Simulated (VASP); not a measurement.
Write the native input for VASP 6.6.1 that does the following.

| Quantity | Value |
| --- | --- |
| Task | single point |
| Functional | PBE |
| Potentials or basis | VASP PAW PBE potentials, release 64 (Ta_pv) |
| Cutoff | 520 eV |
| k mesh | 13 × 13 × 13 |
| Occupations | methfessel-paxton, width 0.2 eV |
| Spin | no spin polarisation |
| Dipole correction | no |
| Further INCAR settings | ALGO = Normal; EDIFF = 1e-06; NBANDS = 12 |

The structure of Ta lies in POSCAR:

```
Ta
1.0
   -1.6607181506      1.6607181506      1.6607181506
    1.6607181506     -1.6607181506      1.6607181506
    1.6607181506      1.6607181506     -1.6607181506
Ta
1
Direct
    0.0000000000      0.0000000000      0.0000000000
```

The input as run:

INCAR

```
SYSTEM = Ta
ALGO = Normal
EDIFF = 1E-6
ENCUT = 520
GGA = PE
ISIF = 2
ISMEAR = 1
LASPH = .True.
LCHARG = .False.
LREAL = .False.
LWAVE = .False.
NBANDS = 12
NELM = 100
PREC = Accurate
SIGMA = 0.2
```

KPOINTS

```
k-points
0
Gamma
  13 13 13
  0 0 0
```

Potentials or basis: VASP PAW PBE potentials, release 64 (Ta_pv).

Run with:

```bash
$ cat potpaw_PBE.64/Ta_pv/POTCAR > POTCAR
$ mpirun -np 1 vasp_std > vasp.out
```

It gave:

```yaml
Pressure: 0.2 GPa
```

Run time: 21 s on 1 thread of Intel Xeon 8259CL (shared host), peak memory 0.15 GiB.
